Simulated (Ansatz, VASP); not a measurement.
## One calculation of Ta2Br, two programs

```
Ta Br
1.0
    -3.34497    3.34497    2.82333
     3.34497   -3.34497    2.82333
     3.34497    3.34497   -2.82333
Ta Br
4 2
Direct
  0.87500 0.12500 0.25000
  0.87500 0.62500 0.75000
  0.37500 0.12500 0.25000
  0.87500 0.12500 0.75000
  0.25000 0.75000 0.50000
  0.50000 0.50000 0.00000
```

Alike in both runs: functional PBE; k mesh 10 × 10 × 10; occupations gaussian, width 0.1 eV; no spin polarisation.

Ansatz relaxed the structure, and its values are those at the end. VASP's run is a single point on that final structure, the one shown.

```csv
,VASP,Ansatz
version,VASP 6.6.1,Ansatz 0.2.0
potentials or method,"VASP PAW PBE potentials, release 64 (Ta_pv, Br), cutoff 520 eV","scalar-relativistic, plane waves, PAW"
valence electrons in the cell,58,66
```

```tsv
	VASP	Ansatz	Ansatz less VASP
gap on the k mesh at the Fermi level (eV)	none	none	-
pressure (GPa)	0.1	0.0	-0.08
```

A gap of «none» marks a metal or a gap that the smearing closes. With one functional, cell and mesh, what is left measures potentials, basis and numerics. VASP's potentials hold 58 valence electrons a cell and Ansatz's 66, so a difference there can come from the potentials and not from the codes.

Neither program's run includes spin-orbit coupling.
